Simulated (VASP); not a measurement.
## GaN: single point with PBEsol

The system is GaN.

```xyz
4
Lattice="3.2303 0.0000 0.0000 -1.6152 2.7975 0.0000 0.0000 0.0000 5.1076" Properties=species:S:1:pos:R:3 pbc="T T T"
Ga    0.0000    1.8650    5.1035
Ga    1.6152    0.9325    2.5497
N     0.0000    1.8650    1.9195
N     1.6152    0.9325    4.4733
```

This cell differs from its parent crystal: strain +0.015 along x and y, -0.015 along z.

```json
{
  "Program": "VASP 6.6.1",
  "Task": "single point",
  "Functional": "PBEsol",
  "Potentials or basis": "VASP PAW PBE potentials, release 64 (Ga_d, N)",
  "Cutoff": "520 eV",
  "k mesh": "12 × 12 × 6",
  "Occupations": "gaussian, width 0.05 eV",
  "Spin": "no spin polarisation"
}
```

| Property | Result |
| --- | --- |
| Pressure | -2.6 GPa |
| Largest force | 0.314 eV/Å |
| Band gap on the k mesh | 1.81 eV, direct |

Forces on the atoms (eV/Å):
```
Ga   0.000  0.000 -0.314
Ga   0.000  0.000 -0.314
N    0.000  0.000  0.314
N    0.000  0.000  0.314
```

Stress tensor (GPa, compression positive):
```
-6.37  0.00  0.00
 0.00 -6.37  0.00
 0.00  0.00  4.85
```

Levels at points of the mesh, in eV from the valence-band top:
| k point | band 14 | band 15 | band 16 | band 17 | band 18 | band 19 | band 20 | band 21 | band 22 | band 23 |
| --- | --- | --- | --- | --- | --- | --- | --- | --- | --- | --- |
| (0.00, 0.00, 0.00) | -1.18 | -1.18 | -0.04 | -0.04 | 0.00 | 1.81 | 3.83 | 9.24 | 9.47 | 9.47 |
| (0.50, 0.00, 0.00) | -5.18 | -4.25 | -2.86 | -2.25 | -0.96 | 4.69 | 5.43 | 6.09 | 8.50 | 10.14 |
| (0.00, 0.00, 0.50) | -3.74 | -0.63 | -0.63 | -0.63 | -0.63 | 4.01 | 4.01 | 8.46 | 8.46 | 9.99 |
| (0.50, 0.00, 0.50) | -6.62 | -2.00 | -2.00 | -1.81 | -1.81 | 4.30 | 4.30 | 7.68 | 7.68 | 9.81 |

Wall time 97 s on 1 thread of Intel(R) Xeon(R) Platinum 8488C (Sapphire Rapids), with other jobs on the host, peak memory 0.21 GiB.

Caveat: the cell differs from its parent crystal (strain +0.015 along x and y, -0.015 along z); the PAW data sets were made with another functional, which shifts forces and pressure a little.
